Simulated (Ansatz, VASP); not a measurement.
## One calculation of CdTe, two programs

INCAR

```
ALGO = Normal ; EDIFF = 1E-8
ENCUT = 400 ; GGA = PS
GGA_COMPAT = False ; ISIF = 2
ISMEAR = -1 ; LASPH = True
LCHARG = False ; LEFG = True
LREAL = False ; LWAVE = False
NBANDS = 16 ; NELM = 120
PREC = Accurate ; SIGMA = 0.08
```

The input KPOINTS:

```
k-points
0
Gamma
  10 10 10
```

Contents of POSCAR:

```
CdTe
1.0
    0.0000000000      3.1616838793      3.1616838793
    3.1616838793      0.0000000000      3.1616838793
    3.1616838793      3.1616838793      0.0000000000
Cd Te
1 1
Direct
    0.0000000000      0.0000000000      0.0000000000
    0.7500000000      0.7500000000      0.7500000000
```

Input for Ansatz:

```yaml
crystal:
  lattice:
    - [0.0, 3.1616838793, 3.1616838793]
    - [3.1616838793, 0.0, 3.1616838793]
    - [3.1616838793, 3.1616838793, 0.0]
  atoms:
    - { symbol: Cd, position: [0.0, 0.0, 0.0] }
    - { symbol: Te, position: [0.75, 0.75, 0.75] }
kpoints:
  mp_grid: { grid: [10, 10, 10] }
scf:
  occupations: { method: fermi_dirac, width: 0.08 }
hamiltonian:
  xc: pbesol
  pseudopotentials: { kind: paw }
output:
  forces: true
  stress: true
  eigenvalues: true
  efg: { contact_densities: true }
```

Change from the starting cell: functional pbesol, volume scaled by 0.96, PAW files.

Alike in both runs: task electric field gradients; functional PBEsol; k mesh 10 × 10 × 10; occupations fermi-dirac, width 0.08 eV; no spin polarisation.

|  | VASP | Ansatz |
| --- | --- | --- |
| version | VASP 6.6.1 | Ansatz 0.2.0 |
| potentials or method | VASP PAW PBE potentials, release 64 (Cd, Te) | PAW with Ansatz's default frozen-core files, scalar-relativistic |
| plane-wave cutoff (eV) | 400 | 420 |
| valence electrons in the cell | 18 | 36 |

|  | VASP | Ansatz | Ansatz less VASP |
| --- | --- | --- | --- |
| pressure (GPa) | 3.8 | 3.9 | +0.10 |

VASP's potentials were made for PBE, not for PBEsol. VASP's potentials hold 18 valence electrons a cell and Ansatz's 36, so a difference there can come from the potentials and not from the codes.

Spin-orbit coupling is off throughout.
